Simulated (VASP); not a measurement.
# Cu (I4/mmm) in VASP: further runs

Runs on Cu. Level: LDA. Tasks: single point.

Everything below comes from runs of VASP 6.6.1. Logs are shortened: lines on timing, memory, paths and dates and some standing lists are left out, and cuts for length are marked.

## 1. The cell of the first run

The structure is tetragonal, space group I4/mmm (No. 139). Conventional cell: a = 2.712 Å, b = 2.712 Å, c = 2.783 Å, α = 90.00°, β = 90.00°, γ = 90.00°. Within 3.1 Å of Cu (site symmetry 4/mmm) lie 14 Cu at 2.37 to 2.78 Å.

## 2. Single point, LDA

The input, INCAR:

```
SYSTEM = Cu
ALGO = Fast ; EDIFF = 1E-7
ENCUT = 520 ; ISIF = 2
ISMEAR = 0 ; LASPH = .True.
LCHARG = .False. ; LREAL = .False.
LWAVE = .False. ; NBANDS = 12
NELM = 100 ; PREC = Accurate
SIGMA = 0.15
```

The input, KPOINTS:

```
k-points
0
Gamma
  22 22 22
  0 0 0
```

The input, POSCAR:

```
Cu
1.0
   -1.3560500000      1.3560500000      1.3913500000
    1.3560500000     -1.3560500000      1.3913500000
    1.3560500000      1.3560500000     -1.3913500000
Cu
1
Direct
    0.0000000000      0.0000000000      0.0000000000
```

Potentials or basis: VASP PAW LDA potentials, release 64 (Cu).

Run with:

```console
$ cat potpaw_LDA.64/Cu/POTCAR > POTCAR
$ mpirun -np 1 vasp_std > vasp.out
```

OUTCAR:

```text
SYSTEM = Cu
   EDIFF = 1E-7
   ENCUT = 520
   ISIF = 2
   ISMEAR = 0
   LASPH = .True.
   LREAL = .False.
   NELM = 100
   PREC = Accurate

 ion  position               nearest neighbor table
   1  0.000  0.000  0.000-

  LATTYP: Found a body centered tetragonal cell.
 ALAT       =     2.7121000000
 C/A-ratio  =     1.0260314885

  Lattice vectors:

 A1 = (  -1.3560500000,   1.3560500000,   1.3913500000)
 A2 = (   1.3560500000,  -1.3560500000,   1.3913500000)
 A3 = (   1.3560500000,   1.3560500000,  -1.3913500000)

Analysis of symmetry for initial positions (statically):
=====================================================================
 Subroutine PRICEL returns:
 Original cell was already a primitive cell.

 Routine SETGRP: Setting up the symmetry group for a
 body centered tetragonal supercell.

 Subroutine GETGRP returns: Found 16 space group operations
 (whereof 16 operations were pure point group operations)
 out of a pool of 16 trial point group operations.

The static configuration has the point symmetry D_4h.

Analysis of symmetry for dynamics (positions and initial velocities):
=====================================================================
 Subroutine PRICEL returns:
 Original cell was already a primitive cell.

 Routine SETGRP: Setting up the symmetry group for a
 body centered tetragonal supercell.

 Subroutine GETGRP returns: Found 16 space group operations
 (whereof 16 operations were pure point group operations)
 out of a pool of 16 trial point group operations.

The dynamic configuration has the point symmetry D_4h.

 Subroutine INISYM returns: Found 16 space group operations
 (whereof 16 operations are pure point group operations),
 and found     1 'primitive' translations

----------------------------------------------------------------------------------------

                                     Primitive cell

  volume of cell :      10.2341

  direct lattice vectors                    reciprocal lattice vectors
    -1.356050000  1.356050000  1.391350000     0.000000000  0.368717968  0.359363208
     1.356050000 -1.356050000  1.391350000     0.368717968  0.000000000  0.359363208
     1.356050000  1.356050000 -1.391350000     0.368717968  0.368717968  0.000000000

  length of vectors
     2.369303279  2.369303279  2.369303279     0.514873630  0.514873630  0.521445951

  position of ions in fractional coordinates (direct lattice)
     0.000000000  0.000000000  0.000000000

  ion indices of the primitive-cell ions
   primitive index   ion index
                 1           1

----------------------------------------------------------------------------------------

 KPOINTS: k-points

Automatic generation of k-mesh.
 Grid dimensions read from file:
 generate k-points for:   22   22   22

 Generating k-lattice:

  Cartesian coordinates                     Fractional coordinates (reciprocal lattice)
     0.000000000  0.016759908  0.016334691     0.045454545  0.000000000  0.000000000
     0.016759908  0.000000000  0.016334691     0.000000000  0.045454545  0.000000000
     0.016759908  0.016759908  0.000000000     0.000000000  0.000000000  0.045454545

  Length of vectors
     0.023403347  0.023403347  0.023702089

  Shift w.r.t. Gamma in fractional coordinates (k-lattice)
     0.000000000  0.000000000  0.000000000

 Subroutine IBZKPT returns following result:
 ===========================================

 Found    834 irreducible k-points:

 Following reciprocal coordinates:
            Coordinates               Weight
  0.000000  0.000000  0.000000      1.000000
  0.045455  0.000000 -0.000000      8.000000
  0.090909  0.000000 -0.000000      8.000000
  0.136364 -0.000000  0.000000      8.000000
  0.181818 -0.000000  0.000000      8.000000
  0.227273 -0.000000  0.000000      8.000000
[... 16 lines left out ...]
  0.500000  0.045455  0.000000     16.000000
 -0.454545  0.045455  0.000000     16.000000
 [... further k-points ...]
   k-points           NKPTS =    834   k-points in BZ     NKDIM =    834   number of bands    NBANDS=     12
   number of dos      NEDOS =    301   number of ions     NIONS =      1
   total plane-waves  NPLWV =   5832
   dimension x,y,z NGX =    18 NGY =   18 NGZ =   18
   dimension x,y,z NGXF=    36 NGYF=   36 NGZF=   36
   ions per type =               1
   NGX,Y,Z   is equivalent  to a cutoff of  12.63, 12.63, 12.63 a.u.
   NGXF,Y,Z  is equivalent  to a cutoff of  25.26, 25.26, 25.26 a.u.
 SYSTEM =  Cu
   PREC   = accura    normal or accurate (medium, high low for compatibility)
   ISTART =      0    job   : 0-new  1-cont  2-samecut
   ICHARG =      2    charge: 1-file 2-atom 10-const
   ISPIN  =      1    spin polarized calculation?
   LNONCOLLINEAR =      F non collinear calculations
   LSORBIT =      F    spin-orbit coupling
   LASPH  =      T    aspherical Exc in radial PAW
   ENCUT  =  520.0 eV  38.22 Ry    6.18 a.u.   4.41  4.41  4.41*2*pi/ulx,y,z
   NELM   =    100;   NELMIN=  2; NELMDL= -5     # of ELM steps
   EDIFF  = 0.1E-06   stopping-criterion for ELM
   LREAL  =      F    real-space projection
   EDIFFG = 0.1E-05   stopping-criterion for IOM
   NSW    =      0    number of steps for IOM
   IBRION =     -1    ionic relax: 0-MD 1-quasi-New 2-CG
   NFREE  =      0    steps in history (QN), initial steepest desc. (CG)
   ISIF   =      2    stress and relaxation
   ISYM   =      2    0-nonsym 1-usesym 2-fastsym
   POTIM  = 0.5000    time-step for ionic-motion
   TEBEG  =    0.0;   TEEND  =   0.0 temperature during run
   PSTRESS=    0.0 pullay stress
   NELECT =      11.0000    total number of electrons
   NUPDOWN=      -1.0000    fix difference up-down
   EMIN   =  10.00;   EMAX   =-10.00  energy-range for DOS
   EFERMI =   0.00;   METHOD = LEGACY
   ISMEAR =     0;   SIGMA  =   0.15  broadening in eV -4-tet -1-fermi 0-gaus
   EFERMI_NEDOS =   21; number of points for ismear=-14 and -15
   IALGO  =     68    algorithm
   IMIX   =      4    mixing-type and parameters
     AMIX     =   0.40;   BMIX     =  1.00
     AMIX_MAG =   1.60;   BMIX_MAG =  1.00
  volume/ion in A,a.u.               =      10.23        69.06
  Fermi-wavevector in a.u.,A,eV,Ry     =   1.676962  3.168998 38.262309  2.812200
  Thomas-Fermi vector in A             =   2.761312
   LORBIT       =      0    0 simple, 1 ext, 2 COOP (PROOUT), +10 PAW based schemes
   GGA     = CA    functional components
   LHFCALC =     F    Hartree Fock is set to
   AEXX    =    0.0000 exact exchange contribution
   IVDW    =     0    specifies the selected vdW correction
   LEPSILON=     F    determine dielectric tensor
   LRPA    =     F    only Hartree local field effects (RPA)
 non-spin polarized calculation
 RMM-DIIS sequential band-by-band and
 Gauss-broadening in eV      SIGMA  =   0.15
  energy-cutoff  :      520.00
  volume of cell :       10.23
 maximum number of plane-waves:       289
 NGX is ok and might be reduce to    18
   NGX =  9   NGY =  9   NGZ =  9

 number of electron      10.9999997 magnetization

 Free energy of the ion-electron system (eV)
  ---------------------------------------------------
  ext. energy  EPLUGINS =         0.00000000
  ---------------------------------------------------
  free energy    TOTEN  =        -4.63523543 eV

  energy without entropy =       -4.63119460  energy(sigma->0) =       -4.63321502

 E-fermi :   9.3089     XC(G=0): -13.9639

 val. band max:        9.2995804416   @ k =   0.5000   0.3182   0.0909
 cond. band min:       9.3217944153   @ k =   0.3182   0.1364   0.0455
 fundamental gap:      0.0222139738
 Fermi energy:         9.3088944346

 k-point     1 :       0.0000    0.0000    0.0000
  band No.  band energies     occupation
      1      -1.2097      2.00000
      2       5.5901      2.00000
      3       5.5901      2.00000
      4       5.7103      2.00000
      5       6.8325      2.00000
      6       6.9597      2.00000
      7      35.3852      0.00000
      8      35.9635      0.00000
      9      35.9635      0.00000
     10      40.3407      0.00000
     11      40.5473      0.00000
     12      40.8606      0.00000

 k-point     2 :       0.0455    0.0000   -0.0000
  band No.  band energies     occupation
      1      -1.1219      2.00000
      2       5.5898      2.00000
      3       5.5948      2.00000
      4       5.7249      2.00000
      5       6.8188      2.00000
      6       6.9547      2.00000
      7      34.7110      0.00000
      8      35.5928      0.00000
      9      35.7923      0.00000
     10      39.2668      0.00000
     11      39.6591      0.00000
     12      39.7971      0.00000

 k-point     3 :       0.0909    0.0000   -0.0000
  band No.  band energies     occupation
      1      -0.8609      2.00000
      2       5.5659      2.00000
      3       5.5861      2.00000
      4       5.8116      2.00000
      5       6.7783      2.00000
      6       6.9463      2.00000
      7      32.7186      0.00000
      8      34.9739      0.00000
      9      35.3693      0.00000
     10      38.0803      0.00000
     11      38.3847      0.00000
     12      38.8456      0.00000
[... 286 lines left out ...]
 k-point    23 :       0.5000    0.0455    0.0000
  band No.  band energies     occupation
      1       3.3451      2.00000
      2       4.8000      2.00000
      3       6.7614      2.00000
      4       6.9459      2.00000
      5       7.5107      2.00000
      6       8.6118      2.00000
      7      14.5096      0.00000
      8      27.5571      0.00000
      9      28.6001      0.00000
     10      33.3223      0.00000
     11      36.8838      0.00000
     12      44.3082      0.00000

 k-point    24 :      -0.4545    0.0455    0.0000
  band No.  band energies     occupation
      1       3.2829      2.00000
      2       4.8320      2.00000
      3       6.6807      2.00000
      4       6.9150      2.00000
      5       7.2947      2.00000
      6       8.1199      2.00000
      7      15.5973      0.00000
      8      27.7811      0.00000
      9      28.8512      0.00000
     10      33.3910      0.00000
     11      36.8720      0.00000
     12      43.8145      0.00000

 [... further k-points ...]
[... 5 lines left out ...]
  --------------------------------------------------------------------------------------
  -------------------------------------------------------------------------------------
  Total        0.9658642      0.9658642      0.9945952      0.0000000      0.0000000      0.0000000
  in kB      151.2094297    151.2094297    155.7073610      0.0000000      0.0000000      0.0000000
  external PRESSURE =     152.7087401 kB  Pullay stress =       0.0000000 kB

 VOLUME and BASIS-vectors are now :
 -----------------------------------------------------------------------------
  energy-cutoff  :      520.00
  volume of cell :       10.23
      direct lattice vectors                 reciprocal lattice vectors
    -1.356050000  1.356050000  1.391350000     0.000000000  0.368717968  0.359363208
     1.356050000 -1.356050000  1.391350000     0.368717968  0.000000000  0.359363208
     1.356050000  1.356050000 -1.391350000     0.368717968  0.368717968  0.000000000

 POSITION                                       TOTAL-FORCE (eV/Angst)
 -----------------------------------------------------------------------------------
      0.00000      0.00000      0.00000         0.000000      0.000000      0.000000
 -----------------------------------------------------------------------------------
    total drift:                                0.000000      0.000000      0.000000

  FREE ENERGIE OF THE ION-ELECTRON SYSTEM (eV)
  ---------------------------------------------------
  free  energy   TOTEN  =        -4.6352354281 eV

  energy  without entropy=       -4.6311946045  energy(sigma->0) =       -4.63321502
```

Wall time 89 s (1 thread of Intel Xeon Platinum 8275CL at 3.00GHz (Skylake/Cascade Lake), shared host); peak memory 0.2 GiB.

What came out:

* Free energy: -4.6352 eV
* Pressure: 15.3 GPa
* Band gap on the k mesh: zero (an odd number of electrons rules out a gap without spin polarisation)

Stress tensor (GPa, compression positive):
```
15.12  0.00  0.00
 0.00 15.12  0.00
 0.00  0.00 15.57
```

Caveat: the cell stands under pressure.

## 3. Single point, LDA

This run uses another cell than the first one, of 10.26 Å³/atom.

The input, INCAR:

```
SYSTEM = Cu
PREC = Accurate
ENCUT = 520
EDIFF = 1E-7
ISMEAR = 0
SIGMA = 0.15
LREAL = .FALSE.
LASPH = .TRUE.
NELM = 80
ALGO = Normal
ISIF = 2
LWAVE = .FALSE.
LCHARG = .FALSE.
NBANDS = 12
```

The input, KPOINTS:

```
regular mesh
0
G
  22 22 22
  0 0 0
```

The input, POSCAR:

```
Cu
1.0
   -1.3917000000      1.3917000000      1.3243000000
    1.3917000000     -1.3917000000      1.3243000000
    1.3917000000      1.3917000000     -1.3243000000
Cu
1
Direct
    0.0000000000      0.0000000000      0.0000000000
```

Potentials or basis: VASP PAW LDA potentials, release 64 (Cu).

Run with:

```console
$ cat potpaw_LDA.64/Cu/POTCAR > POTCAR
$ mpirun -np 1 vasp_std > vasp.out
```

Run time: 64 s. Hardware: 1 thread of Intel Xeon Platinum 8275CL at 3.00GHz (Skylake/Cascade Lake), shared host; peak memory 0.2 GiB.

Results (log left out):

```
Free energy            : -4.6377 eV
Pressure               : 14.7 GPa
Band gap on the k mesh : zero (an odd number of electrons rules out a gap without spin polarisation)
```

Stress tensor (GPa, compression positive):
```
14.62  0.00  0.00
 0.00 14.62  0.00
 0.00  0.00 14.75
```

Levels at points of the mesh, in eV from the Fermi level:
```csv
k point,band 3,band 4,band 5,band 6,band 7,band 8,band 9,band 10
"(0.00, 0.00, 0.00)",-3.58,-3.58,-2.55,-2.28,25.95,25.95,27.31,30.72
"(0.50, 0.00, 0.00)",-2.43,-2.16,-1.49,-0.82,5.33,18.23,18.70,22.77
"(0.50, 0.50, 0.00)",-2.63,-2.33,-1.52,-1.24,4.74,19.57,20.33,24.05
"(0.50, 0.50, 0.50)",-1.72,-1.72,-1.66,8.10,8.10,10.18,14.27,15.07
```

Caveat: the cell stands under pressure.

## 4. Single point, LDA

The input, INCAR:

```
ALGO = Normal ; EDIFF = 1E-7
ENCUT = 520 ; GGA = CA
ISIF = 2 ; ISMEAR = 0
LASPH = True ; LCHARG = False
LREAL = False ; LWAVE = False
NBANDS = 12 ; NELM = 60
PREC = Accurate ; SIGMA = 0.15
```

The input, KPOINTS:

```
k-points
0
Gamma
  22 22 22
```

The input, POSCAR:

```
Cu
1.0
   -1.3738500000      1.3738500000      1.3578500000
    1.3738500000     -1.3738500000      1.3578500000
    1.3738500000      1.3738500000     -1.3578500000
Cu
1
Direct
    0.0000000000      0.0000000000      0.0000000000
```

Run with:

```console
$ cat potpaw_LDA.64/Cu/POTCAR > POTCAR
$ mpirun -np 1 vasp_std > vasp.out
```

It took 68 s on 1 thread of Intel Xeon Platinum 8275CL at 3.00GHz (Skylake/Cascade Lake), shared host; peak memory 0.2 GiB.

Results (log left out):

| Property | Result |
| --- | --- |
| Free energy | -4.6367 eV |
| Pressure | 14.8 GPa |
| Band gap on the k mesh | zero (an odd number of electrons rules out a gap without spin polarisation) |

Stress tensor (GPa, compression positive):
```
14.82  0.00  0.00
 0.00 14.82  0.00
 0.00  0.00 14.72
```

Levels at points of the mesh, in eV from the Fermi level:
| k point | band 2 | band 3 | band 4 | band 5 | band 6 | band 7 | band 8 | band 9 | band 10 | band 11 |
| --- | --- | --- | --- | --- | --- | --- | --- | --- | --- | --- |
| (0.00, 0.00, 0.00) | -3.71 | -3.65 | -3.65 | -2.43 | -2.37 | 26.36 | 26.36 | 26.65 | 31.14 | 31.38 |
| (0.50, 0.00, 0.00) | -4.58 | -2.44 | -2.25 | -1.49 | -0.94 | 5.17 | 18.55 | 19.10 | 23.08 | 26.72 |
| (0.50, 0.50, 0.00) | -4.51 | -2.49 | -2.28 | -1.50 | -1.04 | 5.03 | 18.87 | 19.48 | 23.38 | 26.99 |
| (0.50, 0.50, 0.50) | -5.57 | -1.71 | -1.71 | -1.70 | 8.61 | 8.61 | 9.10 | 14.68 | 14.92 | 18.49 |

Caveat: the cell stands under pressure.

## 5. Single point, LDA

This run uses another cell than the first one, of 10.36 Å³/atom.

The input, INCAR:

```
PREC = Accurate ; ENCUT = 520
EDIFF = 1E-7 ; ISMEAR = 0
SIGMA = 0.15 ; LREAL = F
LASPH = T ; NELM = 80
ALGO = Fast ; ISIF = 2
LWAVE = F ; LCHARG = F
NBANDS = 12
```

The input, KPOINTS:

```
regular mesh
0
Gamma
  22 22 22
```

The input, POSCAR:

```
Cu
1.0
   -1.3560500000      1.3560500000      1.4081500000
    1.3560500000     -1.3560500000      1.4081500000
    1.3560500000      1.3560500000     -1.4081500000
Cu
1
Direct
    0.0000000000      0.0000000000      0.0000000000
```

Run with:

```console
$ cat potpaw_LDA.64/Cu/POTCAR > POTCAR
$ mpirun -np 1 vasp_std > vasp.out
```

Wall time 92 s (1 thread of Intel Xeon Platinum 8275CL at 3.00GHz (Skylake/Cascade Lake), shared host); peak memory 0.2 GiB.

The run converged. Its results:

| Property | Result |
| --- | --- |
| Free energy | -4.6462 eV |
| Pressure | 12.3 GPa |
| Band gap on the k mesh | zero (an odd number of electrons rules out a gap without spin polarisation) |

Stress tensor (GPa, compression positive):
```
12.06  0.00  0.00
 0.00 12.06  0.00
 0.00  0.00 12.78
```

Levels at points of the mesh, in eV from the Fermi level:
| k point | band 4 | band 5 | band 6 | band 7 | band 8 | band 9 |
| --- | --- | --- | --- | --- | --- | --- |
| (0.00, 0.00, 0.00) | -3.52 | -2.49 | -2.30 | 25.79 | 26.60 | 26.60 |
| (0.50, 0.00, 0.00) | -2.24 | -1.51 | -1.05 | 4.92 | 18.91 | 19.49 |
| (0.50, 0.50, 0.00) | -2.19 | -1.47 | -0.74 | 5.35 | 17.91 | 18.30 |
| (0.50, 0.50, 0.50) | -1.69 | -1.69 | 7.72 | 9.24 | 9.24 | 14.19 |

Caveat: the cell stands under pressure.

(Continued in part 2 of 2.)

The gap in the log of VASP goes by the Fermi energy; the results here count the filled bands.